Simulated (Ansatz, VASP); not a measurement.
# One calculation of LiF, two programs

File POSCAR:

```
LiF
1.0
    2.6604400526      0.0000000000      0.0000000000
    0.0000000000      2.6604400526      0.0000000000
    0.0000000000      0.0000000000      2.5162584438
Li F
1 1
Direct
    0.0000000000      0.0000000000      0.0000000000
    0.5000000000      0.5000000000      0.5000000000
```

File INCAR.step1:

```
SYSTEM = LiF
PREC = Accurate
ENCUT = 1490
ISMEAR = 0
SIGMA = 0.01
LREAL = .FALSE.
LASPH = .TRUE.
NELM = 120
NBANDS = 12
GGA = PE
ALGO = Normal
EDIFF = 1E-5
LWAVE = .TRUE.
LCHARG = .FALSE.
GGA_COMPAT = .FALSE.
```

Contents of INCAR.step2:

```
SYSTEM = LiF
PREC = Accurate
ENCUT = 1490
EDIFF = 1E-6
ISMEAR = 0
SIGMA = 0.01
LREAL = .FALSE.
LASPH = .TRUE.
NELM = 120
ALGO = Normal
ISIF = 2
LWAVE = .FALSE.
LCHARG = .FALSE.
METAGGA = R2SCAN
LMIXTAU = .TRUE.
NBANDS = 12
ISTART = 1
GGA_COMPAT = .FALSE.
```

Contents of KPOINTS:

```
regular mesh
0
G
  10 10 10
  0 0 0
```

Input for Ansatz:

```yaml
crystal:
  lattice:
    - [2.6604400526, 0.0, 0.0]
    - [0.0, 2.6604400526, 0.0]
    - [0.0, 0.0, 2.5162584438]
  atoms:
    - { symbol: Li, position: [0.0, 0.0, 0.0] }
    - { symbol: F, position: [0.5, 0.5, 0.5] }
kpoints:
  mp_grid: { grid: [10, 10, 10] }
  band_path:
    path: [[0.0, 0.0, 0.0], [0.0, 0.5, 0.0], [0.5, 0.5, 0.0], [0.5, 0.5, 0.5]]
    npoints: 1
hamiltonian:
  xc: r2scan
scf:
  occupations: { method: fixed }
  n_extra_bands: 4
output:
  forces: true
  stress: true
  eigenvalues: true
```

Change from the starting cell: biaxial_xy strain +5.7%.

Alike in both runs: task single point; functional r2SCAN; k mesh 10 × 10 × 10; no spin polarisation.

|  | VASP | Ansatz |
| --- | --- | --- |
| version | VASP 6.6.1 | Ansatz 0.2.0 |
| potentials or method | VASP PAW PBE potentials, release 64 (Li_sv, F_h) | plane waves, PAW |
| plane-wave cutoff (eV) | 1490 | 500 |
| occupations | gaussian, width 0.01 eV | fixed |
| valence electrons in the cell | 10 | 10 |

Ansatz gave:

| Property | Result |
| --- | --- |
| gap on the k mesh at the Fermi level (eV) | 7.68 |
| pressure (GPa) | -6.5 |
| traceless stress, the component that is largest in VASP (GPa) | 9.75 |

Which values does VASP return?

gap on the k mesh at the Fermi level (eV): 7.81; pressure (GPa): -7.8; traceless stress, the component that is largest in VASP (GPa): 9.82.

VASP's potentials were made for PBE, not for r2SCAN.
